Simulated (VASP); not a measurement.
# HfC (Fm-3m) in VASP: a series of runs

Runs on HfC. Level: PBE. Tasks: relaxation of the atoms.

All numbers are computed with VASP 6.6.1; they aren't measurements. Logs are shortened: lines on timing, memory, paths and dates and some standing lists are left out, and cuts for length are marked.

### 1 The cell of the first run

Symmetry: Fm-3m, No. 225, cubic system. Conventional cell: a = 4.014 Å, b = 4.014 Å, c = 4.014 Å, α = 90.00°, β = 90.00°, γ = 90.00°. Hf (site symmetry m-3m) has 6 C at 2.01 Å within 2.7 Å. C (site symmetry m-3m) has 6 Hf at 2.01 Å within 2.7 Å.

### 2 Relaxation of the atoms, PBE

INCAR

```
SYSTEM = HfC
  ALGO = Normal
  EDIFF = 1E-7
  EDIFFG = -0.01
  ENCUT = 520
  GGA = PE
  IBRION = 2
  ISIF = 2
  ISMEAR = -1
  LASPH = .True.
  LCHARG = .False.
  LREAL = .False.
  LWAVE = .False.
  NELM = 100
  NSW = 50
  PREC = Accurate
  SIGMA = 0.05
```

KPOINTS

```
k-points
0
Gamma
  13 13 13
  0 0 0
```

POSCAR

```
HfC
1.0
    0.0000000000      2.0071962782      2.0071962782
    2.0071962782      0.0000000000      2.0071962782
    2.0071962782      2.0071962782      0.0000000000
Hf C
1 1
Direct
    0.0000000000      0.0000000000      0.0000000000
    0.5000000000      0.5000000000      0.5000000000
```

Potentials or basis: VASP PAW PBE potentials, release 64 (Hf_pv, C).

The run is started by

```
cat potpaw_PBE.64/Hf_pv/POTCAR potpaw_PBE.64/C/POTCAR > POTCAR
mpirun -np 1 vasp_std > vasp.out
```

OUTCAR:

```text
SYSTEM = HfC
   EDIFF = 1E-7
   EDIFFG = -0.01
   ENCUT = 520
   GGA = PE
   IBRION = 2
   ISIF = 2
   ISMEAR = -1
   LASPH = .True.
   LREAL = .False.
   NELM = 100
   NSW = 50
   PREC = Accurate

 ion  position               nearest neighbor table
   1  0.000  0.000  0.000-   2 2.01   2 2.01   2 2.01   2 2.01   2 2.01   2 2.01
   2  0.500  0.500  0.500-   1 2.01   1 2.01   1 2.01   1 2.01   1 2.01   1 2.01

  LATTYP: Found a face centered cubic cell.
 ALAT       =     4.0143925564

  Lattice vectors:

 A1 = (   0.0000000000,   2.0071962782,   2.0071962782)
 A2 = (   2.0071962782,   0.0000000000,   2.0071962782)
 A3 = (   2.0071962782,   2.0071962782,   0.0000000000)

Analysis of symmetry for initial positions (statically):
=====================================================================
 Subroutine PRICEL returns:
 Original cell was already a primitive cell.

 Routine SETGRP: Setting up the symmetry group for a
 face centered cubic supercell.

 Subroutine GETGRP returns: Found 48 space group operations
 (whereof 48 operations were pure point group operations)
 out of a pool of 48 trial point group operations.

The static configuration has the point symmetry O_h .

Analysis of symmetry for dynamics (positions and initial velocities):
=====================================================================
 Subroutine PRICEL returns:
 Original cell was already a primitive cell.

 Routine SETGRP: Setting up the symmetry group for a
 face centered cubic supercell.

 Subroutine GETGRP returns: Found 48 space group operations
 (whereof 48 operations were pure point group operations)
 out of a pool of 48 trial point group operations.

The dynamic configuration has the point symmetry O_h .

 Subroutine INISYM returns: Found 48 space group operations
 (whereof 48 operations are pure point group operations),
 and found     1 'primitive' translations

----------------------------------------------------------------------------------------

                                     Primitive cell

  volume of cell :      16.1733

  direct lattice vectors                    reciprocal lattice vectors
     0.000000000  2.007196278  2.007196278    -0.249103690  0.249103690  0.249103690
     2.007196278  0.000000000  2.007196278     0.249103690 -0.249103690  0.249103690
     2.007196278  2.007196278  0.000000000     0.249103690  0.249103690 -0.249103690

  length of vectors
     2.838604199  2.838604199  2.838604199     0.431460248  0.431460248  0.431460248

  position of ions in fractional coordinates (direct lattice)
     0.000000000  0.000000000  0.000000000
     0.500000000  0.500000000  0.500000000

  ion indices of the primitive-cell ions
   primitive index   ion index
                 1           1
                 2           2

----------------------------------------------------------------------------------------

 KPOINTS: k-points

Automatic generation of k-mesh.
 Grid dimensions read from file:
 generate k-points for:   13   13   13

 Generating k-lattice:

  Cartesian coordinates                     Fractional coordinates (reciprocal lattice)
    -0.019161822  0.019161822  0.019161822     0.076923077  0.000000000  0.000000000
     0.019161822 -0.019161822  0.019161822     0.000000000  0.076923077  0.000000000
     0.019161822  0.019161822 -0.019161822     0.000000000  0.000000000  0.076923077

  Length of vectors
     0.033189250  0.033189250  0.033189250

  Shift w.r.t. Gamma in fractional coordinates (k-lattice)
     0.000000000  0.000000000  0.000000000

 Subroutine IBZKPT returns following result:
 ===========================================

 Found     84 irreducible k-points:

 Following reciprocal coordinates:
            Coordinates               Weight
  0.000000  0.000000  0.000000      1.000000
  0.076923  0.000000  0.000000      8.000000
  0.153846  0.000000  0.000000      8.000000
  0.230769  0.000000  0.000000      8.000000
  0.307692  0.000000  0.000000      8.000000
  0.384615  0.000000  0.000000      8.000000
[... 16 lines left out ...]
  0.384615  0.153846  0.000000     24.000000
  0.461538  0.153846  0.000000     24.000000
 [... further k-points ...]
   k-points           NKPTS =     84   k-points in BZ     NKDIM =     84   number of bands    NBANDS=     11
   number of dos      NEDOS =    301   number of ions     NIONS =      2
   total plane-waves  NPLWV =  13824
   dimension x,y,z NGX =    24 NGY =   24 NGZ =   24
   dimension x,y,z NGXF=    48 NGYF=   48 NGZF=   48
   ions per type =               1   1
   NGX,Y,Z   is equivalent  to a cutoff of  14.06, 14.06, 14.06 a.u.
   NGXF,Y,Z  is equivalent  to a cutoff of  28.11, 28.11, 28.11 a.u.
 SYSTEM =  HfC
   PREC   = accura    normal or accurate (medium, high low for compatibility)
   ISTART =      0    job   : 0-new  1-cont  2-samecut
   ICHARG =      2    charge: 1-file 2-atom 10-const
   ISPIN  =      1    spin polarized calculation?
   LNONCOLLINEAR =      F non collinear calculations
   LSORBIT =      F    spin-orbit coupling
   LASPH  =      T    aspherical Exc in radial PAW
   ENCUT  =  520.0 eV  38.22 Ry    6.18 a.u.   5.28  5.28  5.28*2*pi/ulx,y,z
   NELM   =    100;   NELMIN=  2; NELMDL= -5     # of ELM steps
   EDIFF  = 0.1E-06   stopping-criterion for ELM
   LREAL  =      F    real-space projection
   EDIFFG = -.1E-01   stopping-criterion for IOM
   NSW    =     50    number of steps for IOM
   IBRION =      2    ionic relax: 0-MD 1-quasi-New 2-CG
   NFREE  =      1    steps in history (QN), initial steepest desc. (CG)
   ISIF   =      2    stress and relaxation
   ISYM   =      2    0-nonsym 1-usesym 2-fastsym
   POTIM  = 0.5000    time-step for ionic-motion
   TEBEG  =    0.0;   TEEND  =   0.0 temperature during run
   PSTRESS=    0.0 pullay stress
   NELECT =      14.0000    total number of electrons
   NUPDOWN=      -1.0000    fix difference up-down
   EMIN   =  10.00;   EMAX   =-10.00  energy-range for DOS
   EFERMI =   0.00;   METHOD = LEGACY
   ISMEAR =    -1;   SIGMA  =   0.05  broadening in eV -4-tet -1-fermi 0-gaus
   EFERMI_NEDOS =   21; number of points for ismear=-14 and -15
   IALGO  =     38    algorithm
   IMIX   =      4    mixing-type and parameters
     AMIX     =   0.40;   BMIX     =  1.00
     AMIX_MAG =   1.60;   BMIX_MAG =  1.00
  volume/ion in A,a.u.               =       8.09        54.57
  Fermi-wavevector in a.u.,A,eV,Ry     =   1.560215  2.948378 33.120248  2.434270
  Thomas-Fermi vector in A             =   2.663459
   LORBIT       =      0    0 simple, 1 ext, 2 COOP (PROOUT), +10 PAW based schemes
   GGA     = PE    functional components
   LHFCALC =     F    Hartree Fock is set to
   AEXX    =    0.0000 exact exchange contribution
   IVDW    =     0    specifies the selected vdW correction
   LEPSILON=     F    determine dielectric tensor
   LRPA    =     F    only Hartree local field effects (RPA)
 conjugate gradient relaxation of ions
 non-spin polarized calculation
  energy-cutoff  :      520.00
  volume of cell :       16.17
 maximum number of plane-waves:       445
 NGX is ok and might be reduce to    24
   NGX = 11   NGY = 11   NGZ = 11

 number of electron      14.0000001 magnetization

 Free energy of the ion-electron system (eV)
  ---------------------------------------------------
  ext. energy  EPLUGINS =         0.00000000
  ---------------------------------------------------
  free energy    TOTEN  =       -16.19139522 eV

  energy without entropy =      -16.18896172  energy(sigma->0) =      -16.19017847

 E-fermi :  10.0873     XC(G=0): -14.6290

 val. band max:       10.0718344647   @ k =   0.0769   0.0769   0.0000
 cond. band min:      10.1794405838   @ k =   0.2308   0.1538   0.0000
 fundamental gap:      0.1076061191
 Fermi energy:        10.0872711233

 k-point     1 :       0.0000    0.0000    0.0000
  band No.  band energies     occupation
      1     -17.5797      2.00000
      2     -17.5797      2.00000
      3     -17.5797      2.00000
      4      -4.4145      2.00000
      5      11.0865      0.00000
      6      11.0865      0.00000
      7      11.0865      0.00000
      8      11.1731      0.00000
      9      11.1731      0.00000
     10      11.1731      0.00000
     11      14.6347      0.00000

 k-point     2 :       0.0769    0.0000    0.0000
  band No.  band energies     occupation
      1     -17.7998      2.00000
      2     -17.5942      2.00000
      3     -17.5942      2.00000
      4      -4.0845      2.00000
      5       9.6424      1.99973
      6       9.9935      1.73437
      7       9.9935      1.73436
      8      11.5962      0.00000
      9      11.5962      0.00000
     10      12.2542      0.00000
     11      15.8230      0.00000

 k-point     3 :       0.1538    0.0000    0.0000
  band No.  band energies     occupation
      1     -18.3668      2.00000
      2     -17.6338      2.00000
      3     -17.6338      2.00000
      4      -3.2017      2.00000
      5       8.0314      2.00000
      6       8.4657      2.00000
      7       8.4657      2.00000
      8      12.3420      0.00000
      9      12.3420      0.00000
     10      13.0102      0.00000
     11      18.1315      0.00000

 k-point     4 :       0.2308    0.0000    0.0000
  band No.  band energies     occupation
      1     -19.0829      2.00000
      2     -17.6887      2.00000
      3     -17.6887      2.00000
      4      -2.0051      2.00000
      5       6.5018      2.00000
      6       7.0997      2.00000
      7       7.0997      2.00000
      8      13.5073      0.00000
      9      13.5073      0.00000
     10      13.6886      0.00000
     11      20.7686      0.00000

 k-point     5 :       0.3077    0.0000    0.0000
  band No.  band energies     occupation
      1     -19.7642      2.00000
      2     -17.7458      2.00000
      3     -17.7458      2.00000
      4      -0.7350      2.00000
      5       5.1529      2.00000
      6       6.0298      2.00000
      7       6.0298      2.00000
      8      14.6127      0.00000
      9      15.0104      0.00000
     10      15.0104      0.00000
     11      23.4654      0.00000
[... 211 lines left out ...]
 k-point    21 :       0.2308    0.1538    0.0000
  band No.  band energies     occupation
      1     -18.7710      2.00000
      2     -17.9106      2.00000
      3     -17.8769      2.00000
      4      -2.1263      2.00000
      5       5.4351      2.00000
      6       8.1965      2.00000
      7       9.0116      2.00000
      8      10.1794      0.27330
      9      15.2156      0.00000
     10      15.8080      0.00000
     11      17.0446      0.00000

 k-point    22 :       0.3077    0.1538    0.0000
  band No.  band energies     occupation
      1     -19.3503      2.00000
      2     -17.9890      2.00000
      3     -17.9550      2.00000
      4      -1.2229      2.00000
      5       4.6118      2.00000
      6       7.2071      2.00000
      7       7.9997      2.00000
      8      10.9912      0.00000
      9      16.3211      0.00000
     10      16.8292      0.00000
     11      19.3758      0.00000

 k-point    23 :       0.3846    0.1538    0.0000
  band No.  band energies     occupation
      1     -19.8695      2.00000
      2     -18.0723      2.00000
      3     -18.0284      2.00000
      4      -0.3633      2.00000
      5       3.9437      2.00000
      6       6.6249      2.00000
      7       6.9765      2.00000
      8      12.0331      0.00000
      9      17.7071      0.00000
     10      18.0408      0.00000
     11      21.7752      0.00000

 k-point    24 :       0.4615    0.1538    0.0000
  band No.  band energies     occupation
      1     -20.2283      2.00000
      2     -18.2050      2.00000
      3     -18.0206      2.00000
      4       0.3744      2.00000
      5       3.3332      2.00000
      6       6.1476      2.00000
      7       6.4411      2.00000
      8      13.4127      0.00000
      9      18.5636      0.00000
     10      19.0487      0.00000
     11      22.0784      0.00000

 [... further k-points ...]

------------------------ aborting loop because EDIFF is reached ----------------------------------------

  FORCE on cell =-STRESS in cart. coord.  units (eV):
  Direction    XX          YY          ZZ          XY          YZ          ZX
  --------------------------------------------------------------------------------------
  -------------------------------------------------------------------------------------
  Total       25.2973026     25.2973026     25.2973026      0.0000000      0.0000000      0.0000000
  in kB     2506.0242789   2506.0242789   2506.0242789      0.0000000      0.0000000      0.0000000
  external PRESSURE =    2506.0242789 kB  Pullay stress =       0.0000000 kB

 VOLUME and BASIS-vectors are now :
 -----------------------------------------------------------------------------
  energy-cutoff  :      520.00
  volume of cell :       16.17
      direct lattice vectors                 reciprocal lattice vectors
     0.000000000  2.007196278  2.007196278    -0.249103690  0.249103690  0.249103690
     2.007196278  0.000000000  2.007196278     0.249103690 -0.249103690  0.249103690
     2.007196278  2.007196278  0.000000000     0.249103690  0.249103690 -0.249103690

 POSITION                                       TOTAL-FORCE (eV/Angst)
 -----------------------------------------------------------------------------------
      0.00000      0.00000      0.00000         0.000000      0.000000     -0.000000
      2.00720      2.00720      2.00720        -0.000000     -0.000000      0.000000
 -----------------------------------------------------------------------------------
    total drift:                                0.000000     -0.000000     -0.000000

  FREE ENERGIE OF THE ION-ELECTRON SYSTEM (eV)
  ---------------------------------------------------
  free  energy   TOTEN  =       -16.1913952245 eV

  energy  without entropy=      -16.1889617242  energy(sigma->0) =      -16.19017847

 reached required accuracy - stopping structural energy minimisation
```

It took 21 s on 1 thread of Intel Xeon Platinum 8375C at 2.90GHz (Ice Lake), shared host; peak memory 0.15 GiB.

What came out:

```yaml
Free_energy: -16.1914 eV
Pressure_after_relaxing: 250.6 GPa
Band_gap_on_the_k_mesh: zero (bands 7 and 8 overlap by 1.57 eV)
```

Final structure:
```xyz
2
Lattice="0.0000 2.0072 2.0072 2.0072 0.0000 2.0072 2.0072 2.0072 0.0000" Properties=species:S:1:pos:R:3 pbc="T T T"
Hf    0.0000    0.0000    0.0000
C     2.0072    2.0072    2.0072
```

Caveat: the relaxation stopped at its first step, so nothing moved; spin-orbit coupling is left out, which moves the levels of the heavy elements.

(Continued in part 2 of 2.)
